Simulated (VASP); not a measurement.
# As (Pm-3m) in VASP: settings compared, part 2 of 2

VASP 6.6.1. Earlier steps stand in the parts before.

## 3. Single point, PBE0

This run uses another cell than the first one, of 20.55 Å³/atom.

Input file POSCAR:

```
As
1.0
    2.7392605843      0.0000000000      0.0000000000
    0.0000000000      2.7392605843      0.0000000000
    0.0000000000      0.0000000000      2.7392605843
As
1
Direct
    0.5000000000      0.5000000000      0.5000000000
```

Input file INCAR.step1:

```
SYSTEM = As
ALGO = Normal ; EDIFF = 1E-5
ENCUT = 520 ; GGA = PE
GGA_COMPAT = .FALSE. ; ISIF = 2
ISMEAR = -1 ; LASPH = .TRUE.
LCHARG = .FALSE. ; LREAL = .FALSE.
LWAVE = .TRUE. ; NBANDS = 14
NELM = 120 ; PREC = Accurate
SIGMA = 0.05
```

Input file INCAR.step2:

```
SYSTEM = As
AEXX = 0.25 ; ALGO = Normal
EDIFF = 1E-6 ; ENCUT = 520
GGA = PE ; GGA_COMPAT = .FALSE.
ISIF = 2 ; ISMEAR = -1
ISTART = 1 ; LASPH = .TRUE.
LCHARG = .FALSE. ; LHFCALC = .TRUE.
LREAL = .FALSE. ; LWAVE = .FALSE.
NBANDS = 14 ; NELM = 120
PREC = Accurate ; PRECFOCK = Normal
SIGMA = 0.05
```

Input file KPOINTS:

```
k-points
0
G
  6 6 6
  0 0 0
```

Potentials or basis: VASP PAW PBE potentials, release 64 (As_d).

Launch:

```sh
cat potpaw_PBE.64/As_d/POTCAR > POTCAR
cp INCAR.step1 INCAR
mpirun -np 1 vasp_std > vasp.out
cp INCAR.step2 INCAR
mpirun -np 1 vasp_std > vasp.out
```

OUTCAR:

```text
SYSTEM = As
   AEXX = 0.25
   EDIFF = 1E-6
   ENCUT = 520
   GGA = PE
   ISIF = 2
   ISMEAR = -1
   ISTART = 1
   LASPH = .TRUE.
   LHFCALC = .TRUE.
   LREAL = .FALSE.
   NELM = 120
   PREC = Accurate
   PRECFOCK = Normal

 ion  position               nearest neighbor table
   1  0.500  0.500  0.500-

  LATTYP: Found a simple cubic cell.
 ALAT       =     2.7392605843

  Lattice vectors:

 A1 = (   2.7392605843,   0.0000000000,   0.0000000000)
 A2 = (   0.0000000000,   2.7392605843,   0.0000000000)
 A3 = (   0.0000000000,   0.0000000000,   2.7392605843)

Analysis of symmetry for initial positions (statically):
=====================================================================
 Subroutine PRICEL returns:
 Original cell was already a primitive cell.

 Routine SETGRP: Setting up the symmetry group for a
 simple cubic supercell.

 Subroutine GETGRP returns: Found 48 space group operations
 (whereof 48 operations were pure point group operations)
 out of a pool of 48 trial point group operations.

The static configuration has the point symmetry O_h .

Analysis of symmetry for dynamics (positions and initial velocities):
=====================================================================
 Subroutine PRICEL returns:
 Original cell was already a primitive cell.

 Routine SETGRP: Setting up the symmetry group for a
 simple cubic supercell.

 Subroutine GETGRP returns: Found 48 space group operations
 (whereof 48 operations were pure point group operations)
 out of a pool of 48 trial point group operations.

The dynamic configuration has the point symmetry O_h .

 Subroutine INISYM returns: Found 48 space group operations
 (whereof 48 operations are pure point group operations),
 and found     1 'primitive' translations

----------------------------------------------------------------------------------------

                                     Primitive cell

  volume of cell :      20.5542

  direct lattice vectors                    reciprocal lattice vectors
     2.739260584  0.000000000  0.000000000     0.365062019  0.000000000  0.000000000
     0.000000000  2.739260584  0.000000000     0.000000000  0.365062019  0.000000000
     0.000000000  0.000000000  2.739260584     0.000000000  0.000000000  0.365062019

  length of vectors
     2.739260584  2.739260584  2.739260584     0.365062019  0.365062019  0.365062019

  position of ions in fractional coordinates (direct lattice)
     0.500000000  0.500000000  0.500000000

  ion indices of the primitive-cell ions
   primitive index   ion index
                 1           1

----------------------------------------------------------------------------------------

 KPOINTS: k-points

Automatic generation of k-mesh.
 Grid dimensions read from file:
 generate k-points for:    6    6    6

 Generating k-lattice:

  Cartesian coordinates                     Fractional coordinates (reciprocal lattice)
     0.060843670  0.000000000  0.000000000     0.166666667  0.000000000  0.000000000
     0.000000000  0.060843670  0.000000000     0.000000000  0.166666667  0.000000000
[... 39 lines left out ...]
   dimension x,y,z NGXF=    40 NGYF=   40 NGZF=   40
   ions per type =               1
   NGX,Y,Z   is equivalent  to a cutoff of  12.14, 12.14, 12.14 a.u.
   NGXF,Y,Z  is equivalent  to a cutoff of  24.28, 24.28, 24.28 a.u.
 SYSTEM =  As
   PREC   = accura    normal or accurate (medium, high low for compatibility)
   ISTART =      1    job   : 0-new  1-cont  2-samecut
   ICHARG =      0    charge: 1-file 2-atom 10-const
   ISPIN  =      1    spin polarized calculation?
   LNONCOLLINEAR =      F non collinear calculations
   LSORBIT =      F    spin-orbit coupling
   LASPH  =      T    aspherical Exc in radial PAW
   ENCUT  =  520.0 eV  38.22 Ry    6.18 a.u.   5.09  5.09  5.09*2*pi/ulx,y,z
   NELM   =    120;   NELMIN=  2; NELMDL=  0     # of ELM steps
   EDIFF  = 0.1E-05   stopping-criterion for ELM
   LREAL  =      F    real-space projection
   EDIFFG = 0.1E-04   stopping-criterion for IOM
   NSW    =      0    number of steps for IOM
   IBRION =     -1    ionic relax: 0-MD 1-quasi-New 2-CG
   NFREE  =      0    steps in history (QN), initial steepest desc. (CG)
   ISIF   =      2    stress and relaxation
   ISYM   =      3    0-nonsym 1-usesym 2-fastsym
   POTIM  = 0.5000    time-step for ionic-motion
   TEBEG  =    0.0;   TEEND  =   0.0 temperature during run
   PSTRESS=    0.0 pullay stress
   NELECT =      15.0000    total number of electrons
   NUPDOWN=      -1.0000    fix difference up-down
   EMIN   =  10.00;   EMAX   =-10.00  energy-range for DOS
   EFERMI =   0.00;   METHOD = LEGACY
   ISMEAR =    -1;   SIGMA  =   0.05  broadening in eV -4-tet -1-fermi 0-gaus
   EFERMI_NEDOS =   21; number of points for ismear=-14 and -15
   IALGO  =     38    algorithm
   IMIX   =      1    mixing-type and parameters
     AMIX     =   0.40;   BMIX     =  1.00
     AMIX_MAG =   1.60;   BMIX_MAG =  1.00
  volume/ion in A,a.u.               =      20.55       138.71
  Fermi-wavevector in a.u.,A,eV,Ry     =   1.473913  2.785292 29.557569  2.172420
  Thomas-Fermi vector in A             =   2.588748
   LORBIT       =      0    0 simple, 1 ext, 2 COOP (PROOUT), +10 PAW based schemes
   GGA     = PE    functional components
   LHFCALC =     T    Hartree Fock is set to
   PRECFOCK=normal    Normal, Fast or Accurate (Low or Medium for compatibility)
   ENCUT4O =  -1.0   cutoff for four orbital integrals eV
   NKREDX  =     1    reduce k-point grid by
   NKREDY  =     1    reduce k-point grid by
   NKREDZ  =     1    reduce k-point grid by
   AEXX    =    0.2500 exact exchange contribution
   HFSCREEN=    0.0000 screening length (either q_TF or 0.3 A-1)
   HFSCREENC=   0.0000 screening length for correlation (either q_TF or 0.3 A-1)
   ENCUTFOCK=  -1.0 apply spherical cutoff to Coloumb kernel
   IVDW    =     0    specifies the selected vdW correction
   LEPSILON=     F    determine dielectric tensor
   LRPA    =     F    only Hartree local field effects (RPA)
 non-spin polarized calculation
  energy-cutoff  :      520.00
  volume of cell :       20.55
 maximum number of plane-waves:       565
  NGX = 16; NGY = 16; NGZ = 16

 number of electron      14.9999988 magnetization

 Free energy of the ion-electron system (eV)
  ---------------------------------------------------
  ext. energy  EPLUGINS =         0.00000000
  ---------------------------------------------------
  free energy    TOTEN  =        -6.04647978 eV

  energy without entropy =       -6.04637643  energy(sigma->0) =       -6.04642811

 E-fermi :   4.0748     XC(G=0):  -8.6708

 val. band max:        3.7345002463   @ k =   0.5000   0.3333   0.3333
 cond. band min:       4.4117038718   @ k =   0.1667   0.1667   0.0000
 fundamental gap:      0.6772036256
 Fermi energy:         4.0747574609

 k-point     1 :       0.0000    0.0000    0.0000
  band No.  band energies     occupation
      1     -36.6175      2.00000
      2     -36.6175      2.00000
      3     -36.5202      2.00000
      4     -36.5202      2.00000
      5     -36.5202      2.00000
      6     -13.1275      2.00000
      7       8.6963      0.00000
      8       8.6963      0.00000
      9       8.6963      0.00000
     10      13.2395      0.00000
     11      13.2395      0.00000
     12      14.9756      0.00000
     13      31.7301      0.00000
     14      31.7400      0.00000
[... 309 lines left out ...]
      1     -36.5710      2.00000
      2     -36.5710      2.00000
      3     -36.5710      2.00000
      4     -36.4882      2.00000
      5     -36.4882      2.00000
      6      -2.3680      2.00000
      7       1.1880      2.00000
      8       1.1880      2.00000
      9       1.1880      2.00000
     10      10.5353      0.00000
     11      10.5353      0.00000
     12      10.5353      0.00000
     13      14.1723      0.00000
     14      41.9349      0.00000

------------------------ aborting loop because EDIFF is reached ----------------------------------------

  FORCE on cell =-STRESS in cart. coord.  units (eV):
  Direction    XX          YY          ZZ          XY          YZ          ZX
  --------------------------------------------------------------------------------------
  -------------------------------------------------------------------------------------
  Total       -0.0755697     -0.0755697     -0.0755697      0.0000000     -0.0000000      0.0000000
  in kB       -5.8905855     -5.8905855     -5.8905855      0.0000000     -0.0000000      0.0000000
  external PRESSURE =      -5.8905855 kB  Pullay stress =       0.0000000 kB

 VOLUME and BASIS-vectors are now :
 -----------------------------------------------------------------------------
  energy-cutoff  :      520.00
  volume of cell :       20.55
      direct lattice vectors                 reciprocal lattice vectors
     2.739260584  0.000000000  0.000000000     0.365062019  0.000000000  0.000000000
     0.000000000  2.739260584  0.000000000     0.000000000  0.365062019  0.000000000
     0.000000000  0.000000000  2.739260584     0.000000000  0.000000000  0.365062019

 POSITION                                       TOTAL-FORCE (eV/Angst)
 -----------------------------------------------------------------------------------
      1.36963      1.36963      1.36963         0.000000      0.000000      0.000000
 -----------------------------------------------------------------------------------
    total drift:                               -0.000000      0.000000      0.000000

  FREE ENERGIE OF THE ION-ELECTRON SYSTEM (eV)
  ---------------------------------------------------
  free  energy   TOTEN  =        -6.0464797828 eV

  energy  without entropy=       -6.0463764315  energy(sigma->0) =       -6.04642811
```

Run time: 5.8 min. Hardware: 1 thread of Intel Xeon 6975P-C (Granite Rapids), shared host; peak memory 0.13 GiB.

What came out:

- Free energy: -6.0465 eV
- Pressure: -0.6 GPa
- Band gap on the k mesh: zero (an odd number of electrons rules out a gap without spin polarisation)

Caveat: the k points lie up to 0.38 Å⁻¹ apart, too coarse for converged energies and pressures of a metal; the PAW data sets were made with another functional, which shifts forces and pressure a little.

## 4. Single point, HSE06

This run uses another cell than the first one, of 18.58 Å³/atom.

Input file POSCAR:

```
As
1.0
    2.6484890792      0.0000000000      0.0000000000
    0.0000000000      2.6484890792      0.0000000000
    0.0000000000      0.0000000000      2.6484890792
As
1
Direct
    0.5000000000      0.5000000000      0.5000000000
```

Input file INCAR.step1:

```
ALGO = Normal
EDIFF = 1E-5
ENCUT = 520
GGA = PE
ISIF = 2
ISMEAR = -1
LASPH = True
LCHARG = False
LREAL = False
LWAVE = True
NBANDS = 8
NELM = 80
PREC = Accurate
SIGMA = 0.05
```

Input file INCAR.step2:

```
ALGO = Normal
EDIFF = 1E-7
ENCUT = 520
GGA = PE
HFSCREEN = 0.2079
ISIF = 2
ISMEAR = -1
ISTART = 1
LASPH = True
LCHARG = False
LHFCALC = True
LREAL = False
LWAVE = False
NBANDS = 8
NELM = 80
PREC = Accurate
PRECFOCK = Normal
SIGMA = 0.05
```

Input file KPOINTS:

```
k-points
0
Gamma
  6 6 6
```

Potentials or basis: VASP PAW PBE potentials, release 64 (As).

Launch:

```sh
cat potpaw_PBE.64/As/POTCAR > POTCAR
cp INCAR.step1 INCAR
mpirun -np 1 vasp_std > vasp.out
cp INCAR.step2 INCAR
mpirun -np 1 vasp_std > vasp.out
```

Run time: 98 s. Hardware: 1 thread of Intel Xeon 6975P-C (Granite Rapids), shared host; peak memory 0.22 GiB.

It converged, with:

```
Free energy            : -5.4528 eV
Pressure               : 4.5 GPa
Band gap on the k mesh : zero (an odd number of electrons rules out a gap without spin polarisation)
```

Levels at points of the mesh, in eV from the Fermi level:
```
           k point  band 1  band 2  band 3  band 4  band 5  band 6  band 7
(0.00, 0.00, 0.00)  -17.87    4.51    4.51    4.51    8.60    8.60   11.43
(0.50, 0.00, 0.00)  -14.06   -8.93    7.30    7.30   11.60   14.91   15.46
(0.50, 0.50, 0.00)   -9.98   -5.76   -5.76    2.03    9.91   17.77   18.42
(0.50, 0.50, 0.50)   -5.20   -2.83   -2.83   -2.83    5.83    5.83    5.83
```

Caveat: the k points lie up to 0.40 Å⁻¹ apart, too coarse for converged energies and pressures of a metal; the PAW data sets were made with another functional, which shifts forces and pressure a little.

## 5. Overview

```tsv
level	potentials or basis	cell	screening parameter	gap on the mesh (eV)	pressure (GPa)
PBE0	VASP PAW PBE potentials, release 64 (As_d)	a = 2.722 Å, 1 atom	-	none	-2.9
PBE0	VASP PAW PBE potentials, release 64 (As_d)	a = 2.739 Å, 1 atom	-	none	-0.6
HSE06	VASP PAW PBE potentials, release 64 (As)	a = 2.648 Å, 1 atom	0.2079 1/Å	none	4.5
```

Alike in all rows: task single point; no spin polarisation; k mesh 6 × 6 × 6; cutoff (eV) 520; smearing fermi-dirac 0.05 eV.

Caveats: all runs use coarse meshes; the PAW data sets were made with another functional, which shifts forces and pressure a little.

Absolute energies hang on the potentials; compare differences alone.
